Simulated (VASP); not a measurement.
MgO: single point with LDA

The system is MgO.

```
Mg O
1.0
     2.93802    0.00000    0.00000
    -1.46901    2.54440    0.00000
     0.00000    0.00000    2.67968
Mg O
1 1
Direct
  0.00000 0.00000 0.00000
  0.33333 0.66667 0.57464
```

This cell differs from its parent crystal: all O atoms moved -0.200 Å, as atom 2 towards its neighbour atom 2 (O) at 2.680 Å.

* Program: VASP 6.6.1
* Task: single point
* Functional: LDA
* Potentials or basis: VASP PAW LDA potentials, release 64 (Mg_sv, O)
* Cutoff: 840 eV
* k mesh: 9 × 9 × 8
* Occupations: gaussian, width 0.05 eV
* Spin: no spin polarisation

* Pressure: -5.6 GPa
* Largest force: 0.620 eV/Å
* Band gap on the k mesh: 2.91 eV (least direct gap 3.37 eV)

Forces in eV/Å, atoms in the order of the input:
```
Mg   0.000  0.000  0.620
O    0.000  0.000 -0.620
```

Levels at points of the mesh, in eV from the valence-band top:
| k point | band 5 | band 6 | band 7 | band 8 | band 9 | band 10 | band 11 | band 12 |
| --- | --- | --- | --- | --- | --- | --- | --- | --- |
| (0.00, 0.00, 0.00) | -17.21 | -0.71 | -0.71 | -0.46 | 2.91 | 11.87 | 15.29 | 15.29 |
| (0.00, 0.00, 0.50) | -16.07 | -5.42 | -0.21 | -0.21 | 8.10 | 8.92 | 17.26 | 17.26 |

It took 48 s on 1 thread of Intel(R) Xeon(R) Platinum 8488C (Sapphire Rapids) (shared host), peak memory 0.17 GiB.

Caveat: the cell differs from its parent crystal (all O atoms moved -0.200 Å, as atom 2 towards its neighbour atom 2 (O) at 2.680 Å); the cell stands under tension. A k mesh can miss the band edges.
